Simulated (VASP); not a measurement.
# YSe in VASP: single point with PBE

Aim: the single point of YSe with PBE.

Program: VASP 6.6.1. These are calculated values, not measurements. Logs are shortened: lines on timing, memory, paths and dates and some standing lists are left out, and cuts for length are marked.

### Step 1. The cell of the first run

The cell holds a sheet with vacuum, 2 atoms: a = 4.066 Å, b = 4.066 Å, c = 14.000 Å, α = 90.00°, β = 90.00°, γ = 90.00°.

### Step 2. Single point, PBE

Contents of INCAR:

```
PREC = Accurate
ENCUT = 520
EDIFF = 1E-6
ISMEAR = 0
SIGMA = 0.1
LREAL = F
LASPH = T
NELM = 80
ALGO = Normal
ISIF = 2
LWAVE = F
LCHARG = F
LDIPOL = T
IDIPOL = 3
DIPOL = 0.5 0.5 0.500
GGA = PE
NBANDS = 16
```

Contents of KPOINTS:

```
Automatic mesh
0
Gamma
  4 4 1
```

Contents of POSCAR:

```
YSe
1.0
    4.0658640000      0.0000000000      0.0000000000
    0.0000000000      4.0658640000      0.0000000000
    0.0000000000      0.0000000000     14.0000000000
Y Se
1 1
Direct
    0.5000000000      0.5000000000      0.5000000000
    0.0000000000      0.0000000000      0.5000000000
```

Potentials or basis: VASP PAW PBE potentials, release 64 (Y_sv, Se).

Run with:

```sh
> cat potpaw_PBE.64/Y_sv/POTCAR potpaw_PBE.64/Se/POTCAR > POTCAR
> mpirun -np 1 vasp_std > vasp.out
```

OUTCAR:

```text
PREC = Accurate
   ENCUT = 520
   EDIFF = 1E-6
   ISMEAR = 0
   LREAL = F
   LASPH = T
   NELM = 80
   ISIF = 2
   GGA = PE

 ion  position               nearest neighbor table
   1  0.500  0.500  0.500-   2 2.88   2 2.88   2 2.88   2 2.88
   2  0.000  0.000  0.500-   1 2.88   1 2.88   1 2.88   1 2.88

  LATTYP: Found a simple tetragonal cell.
 ALAT       =     4.0658640000
 C/A-ratio  =     3.4433025797

  Lattice vectors:

 A1 = (   4.0658640000,   0.0000000000,   0.0000000000)
 A2 = (   0.0000000000,   4.0658640000,   0.0000000000)
 A3 = (   0.0000000000,   0.0000000000,  14.0000000000)

Analysis of symmetry for initial positions (statically):
=====================================================================
 Subroutine PRICEL returns:
 Original cell was already a primitive cell.

 Routine SETGRP: Setting up the symmetry group for a
 simple tetragonal supercell.

 Subroutine GETGRP returns: Found 16 space group operations
 (whereof 16 operations were pure point group operations)
 out of a pool of 16 trial point group operations.

The static configuration has the point symmetry D_4h.

Analysis of symmetry for dynamics (positions and initial velocities):
=====================================================================
 Subroutine PRICEL returns:
 Original cell was already a primitive cell.

 Routine SETGRP: Setting up the symmetry group for a
 simple tetragonal supercell.

 Subroutine GETGRP returns: Found 16 space group operations
 (whereof 16 operations were pure point group operations)
 out of a pool of 16 trial point group operations.

The dynamic configuration has the point symmetry D_4h.

 Subroutine INISYM returns: Found 16 space group operations
 (whereof 16 operations are pure point group operations),
 and found     1 'primitive' translations

----------------------------------------------------------------------------------------

                                     Primitive cell

  volume of cell :     231.4375

  direct lattice vectors                    reciprocal lattice vectors
     4.065864000  0.000000000  0.000000000     0.245950184  0.000000000  0.000000000
     0.000000000  4.065864000  0.000000000     0.000000000  0.245950184  0.000000000
     0.000000000  0.000000000 14.000000000     0.000000000  0.000000000  0.071428571

  length of vectors
     4.065864000  4.065864000 14.000000000     0.245950184  0.245950184  0.071428571

  position of ions in fractional coordinates (direct lattice)
     0.500000000  0.500000000  0.500000000
     0.000000000  0.000000000  0.500000000

  ion indices of the primitive-cell ions
   primitive index   ion index
                 1           1
                 2           2

----------------------------------------------------------------------------------------

 KPOINTS: Automatic mesh

Automatic generation of k-mesh.
 Grid dimensions read from file:
 generate k-points for:    4    4    1

 Generating k-lattice:

  Cartesian coordinates                     Fractional coordinates (reciprocal lattice)
     0.061487546  0.000000000  0.000000000     0.250000000  0.000000000  0.000000000
     0.000000000  0.061487546  0.000000000     0.000000000  0.250000000  0.000000000
     0.000000000  0.000000000  0.071428571     0.000000000  0.000000000  1.000000000

  Length of vectors
     0.061487546  0.061487546  0.071428571

  Shift w.r.t. Gamma in fractional coordinates (k-lattice)
     0.000000000  0.000000000  0.000000000

 Subroutine IBZKPT returns following result:
 ===========================================

 Found      6 irreducible k-points:

 Following reciprocal coordinates:
            Coordinates               Weight
  0.000000  0.000000  0.000000      1.000000
  0.250000  0.000000  0.000000      4.000000
  0.500000  0.000000  0.000000      2.000000
  0.250000  0.250000  0.000000      4.000000
  0.500000  0.250000  0.000000      4.000000
  0.500000  0.500000  0.000000      1.000000
   k-points           NKPTS =      6   k-points in BZ     NKDIM =      6   number of bands    NBANDS=     16
   number of dos      NEDOS =    301   number of ions     NIONS =      2
   total plane-waves  NPLWV =  97200
   dimension x,y,z NGX =    30 NGY =   30 NGZ =  108
   dimension x,y,z NGXF=    60 NGYF=   60 NGZF=  216
   ions per type =               1   1
   NGX,Y,Z   is equivalent  to a cutoff of  12.27, 12.27, 12.82 a.u.
   NGXF,Y,Z  is equivalent  to a cutoff of  24.53, 24.53, 25.65 a.u.
 SYSTEM =  unknown system
   PREC   = accura    normal or accurate (medium, high low for compatibility)
   ISTART =      0    job   : 0-new  1-cont  2-samecut
   ICHARG =      2    charge: 1-file 2-atom 10-const
   ISPIN  =      1    spin polarized calculation?
   LNONCOLLINEAR =      F non collinear calculations
   LSORBIT =      F    spin-orbit coupling
   LASPH  =      T    aspherical Exc in radial PAW
   ENCUT  =  520.0 eV  38.22 Ry    6.18 a.u.   7.56  7.56 26.03*2*pi/ulx,y,z
   NELM   =     80;   NELMIN=  2; NELMDL= -5     # of ELM steps
   EDIFF  = 0.1E-05   stopping-criterion for ELM
   LREAL  =      F    real-space projection
   EDIFFG = 0.1E-04   stopping-criterion for IOM
   NSW    =      0    number of steps for IOM
   IBRION =     -1    ionic relax: 0-MD 1-quasi-New 2-CG
   NFREE  =      0    steps in history (QN), initial steepest desc. (CG)
   ISIF   =      2    stress and relaxation
   ISYM   =      2    0-nonsym 1-usesym 2-fastsym
   POTIM  = 0.5000    time-step for ionic-motion
   TEBEG  =    0.0;   TEEND  =   0.0 temperature during run
   PSTRESS=    0.0 pullay stress
   NELECT =      17.0000    total number of electrons
   NUPDOWN=      -1.0000    fix difference up-down
   EMIN   =  10.00;   EMAX   =-10.00  energy-range for DOS
   EFERMI =   0.00;   METHOD = LEGACY
   ISMEAR =     0;   SIGMA  =   0.10  broadening in eV -4-tet -1-fermi 0-gaus
   EFERMI_NEDOS =   21; number of points for ismear=-14 and -15
   IALGO  =     38    algorithm
   IMIX   =      4    mixing-type and parameters
     AMIX     =   0.40;   BMIX     =  1.00
     AMIX_MAG =   1.60;   BMIX_MAG =  1.00
  volume/ion in A,a.u.               =     115.72       780.91
  Fermi-wavevector in a.u.,A,eV,Ry     =   0.685614  1.295623  6.395650  0.470067
  Thomas-Fermi vector in A             =   1.765606
   LORBIT       =      0    0 simple, 1 ext, 2 COOP (PROOUT), +10 PAW based schemes
   GGA     = PE    functional components
   LHFCALC =     F    Hartree Fock is set to
   AEXX    =    0.0000 exact exchange contribution
   IVDW    =     0    specifies the selected vdW correction
   LEPSILON=     F    determine dielectric tensor
   LRPA    =     F    only Hartree local field effects (RPA)
 non-spin polarized calculation
 Gauss-broadening in eV      SIGMA  =   0.10
  energy-cutoff  :      520.00
  volume of cell :      231.44
 maximum number of plane-waves:      6252
   NGX = 15   NGY = 15   NGZ = 53

 dipolmoment           0.000000      0.000000     -0.000000 electrons x Angstroem

 number of electron      17.0000000 magnetization

 dipolmoment           0.000000      0.000000      0.000000 electrons x Angstroem

 Free energy of the ion-electron system (eV)
  ---------------------------------------------------
  ext. energy  EPLUGINS =         0.00000000
  ---------------------------------------------------
  free energy    TOTEN  =       -11.97855322 eV

  energy without entropy =      -11.97309405  energy(sigma->0) =      -11.97582363

 E-fermi :  -1.1571     XC(G=0):  -3.3862

 val. band max:       -1.2975025773   @ k =   0.2500   0.0000   0.0000
 cond. band min:      -1.0273179894   @ k =   0.2500   0.0000   0.0000
 fundamental gap:      0.2701845879
 Fermi energy:        -1.1570598557

 k-point     1 :       0.0000    0.0000    0.0000
  band No.  band energies     occupation
      1     -45.5927      2.00000
      2     -25.6876      2.00000
      3     -25.4719      2.00000
      4     -25.4719      2.00000
      5     -15.2726      2.00000
      6      -4.8577      2.00000
      7      -4.1083      2.00000
      8      -4.1083      2.00000
      9      -2.4452      2.00000
     10      -1.6450      2.00000
     11      -0.2719      0.00000
     12       0.1092      0.00000
     13       0.1092      0.00000
     14       0.4529      0.00000
     15       0.9558      0.00000
     16       1.5308      0.00000

 k-point     2 :       0.2500    0.0000    0.0000
  band No.  band energies     occupation
      1     -45.5904      2.00000
      2     -25.6834      2.00000
      3     -25.5372      2.00000
      4     -25.4627      2.00000
      5     -15.0014      2.00000
      6      -5.8740      2.00000
      7      -4.9470      2.00000
      8      -4.8707      2.00000
      9      -1.2975      1.95298
     10      -1.0273      0.06653
     11       0.1549      0.00000
     12       0.2580      0.00000
     13       1.2373      0.00000
     14       1.6059      0.00000
     15       1.7924      0.00000
     16       2.3967      0.00000

 k-point     3 :       0.5000    0.0000    0.0000
  band No.  band energies     occupation
      1     -45.5880      2.00000
      2     -25.6791      2.00000
      3     -25.6011      2.00000
      4     -25.4535      2.00000
      5     -14.7031      2.00000
      6      -6.9683      2.00000
      7      -5.5082      2.00000
      8      -4.8926      2.00000
      9      -0.7061      0.00000
     10       0.4228      0.00000
     11       0.6957      0.00000
     12       0.9040      0.00000
     13       0.9186      0.00000
     14       1.5617      0.00000
     15       3.3907      0.00000
     16       3.5640      0.00000

 k-point     4 :       0.2500    0.2500    0.0000
  band No.  band energies     occupation
      1     -45.5881      2.00000
      2     -25.6794      2.00000
      3     -25.5285      2.00000
      4     -25.5157      2.00000
      5     -14.9096      2.00000
      6      -6.1648      2.00000
      7      -5.1535      2.00000
      8      -4.7063      2.00000
      9      -0.9053      0.00037
     10      -0.6836      0.00000
     11       0.1472      0.00000
     12       0.5799      0.00000
     13       0.6245      0.00000
     14       1.3936      0.00000
     15       2.3610      0.00000
     16       3.5460      0.00000

 k-point     5 :       0.5000    0.2500    0.0000
  band No.  band energies     occupation
      1     -45.5857      2.00000
      2     -25.6755      2.00000
      3     -25.5804      2.00000
      4     -25.5069      2.00000
      5     -14.8217      2.00000
      6      -6.3077      2.00000
      7      -5.4883      2.00000
      8      -4.5310      2.00000
      9      -0.7810      0.00000
     10      -0.4900      0.00000
     11      -0.1899      0.00000
     12       1.2007      0.00000
     13       1.7969      0.00000
     14       2.1376      0.00000
     15       2.8459      0.00000
     16       3.0607      0.00000

 k-point     6 :       0.5000    0.5000    0.0000
  band No.  band energies     occupation
      1     -45.5834      2.00000
      2     -25.6718      2.00000
      3     -25.5595      2.00000
      4     -25.5595      2.00000
      5     -14.9382      2.00000
      6      -5.4561      2.00000
      7      -5.4561      2.00000
      8      -3.9975      2.00000
      9      -1.3024      1.96023
     10      -1.3024      1.96023
     11      -0.2430      0.00000
     12       1.0350      0.00000
     13       1.5130      0.00000
     14       1.6028      0.00000
     15       3.3007      0.00000
     16       4.4597      0.00000

------------------------ aborting loop because EDIFF is reached ----------------------------------------

 vacuum level on the upper side and lower side of the slab       (xc-potential included)        -0.409        -0.409

  FORCE on cell =-STRESS in cart. coord.  units (eV):
  Direction    XX          YY          ZZ          XY          YZ          ZX
  --------------------------------------------------------------------------------------
  -------------------------------------------------------------------------------------
  Total       -2.4561023     -2.4561023     -0.0058622      0.0000000     -0.0000000      0.0000000
  in kB      -17.0029117    -17.0029117     -0.0405824      0.0000000     -0.0000000      0.0000000
  external PRESSURE =     -11.3488019 kB  Pullay stress =       0.0000000 kB

 VOLUME and BASIS-vectors are now :
 -----------------------------------------------------------------------------
  energy-cutoff  :      520.00
  volume of cell :      231.44
      direct lattice vectors                 reciprocal lattice vectors
     4.065864000  0.000000000  0.000000000     0.245950184  0.000000000  0.000000000
     0.000000000  4.065864000  0.000000000     0.000000000  0.245950184  0.000000000
     0.000000000  0.000000000 14.000000000     0.000000000  0.000000000  0.071428571

 POSITION                                       TOTAL-FORCE (eV/Angst)
 -----------------------------------------------------------------------------------
      2.03293      2.03293      7.00000         0.000000      0.000000      0.000000
      0.00000      0.00000      7.00000         0.000000      0.000000      0.000000
 -----------------------------------------------------------------------------------
    total drift:                                0.000000      0.000000      0.000000

  FREE ENERGIE OF THE ION-ELECTRON SYSTEM (eV)
  ---------------------------------------------------
  free  energy   TOTEN  =       -11.9785532197 eV

  energy  without entropy=      -11.9730940450  energy(sigma->0) =      -11.97582363

 vacuum level on the upper side and lower side of the slab         1.569         1.569
```

It took 68 s on 1 thread of Intel Xeon 8259CL, shared host; peak memory 0.3 GiB.

What came out:

| Property | Result |
| --- | --- |
| Free energy | -11.9786 eV |
| Band gap on the k mesh | zero (an odd number of electrons rules out a gap without spin polarisation) |

Levels at points of the mesh, in eV from the Fermi level:
```csv
k point,band 6,band 7,band 8,band 9,band 10,band 11
"(0.00, 0.00, 0.00)",-3.70,-2.95,-2.95,-1.29,-0.49,0.89
"(0.50, 0.00, 0.00)",-5.81,-4.35,-3.74,0.45,1.58,1.85
"(0.50, 0.50, 0.00)",-4.30,-4.30,-2.84,-0.15,-0.15,0.91
```

Caveat: the k points lie up to 0.39 Å⁻¹ apart, too coarse for converged energies and pressures of a metal.
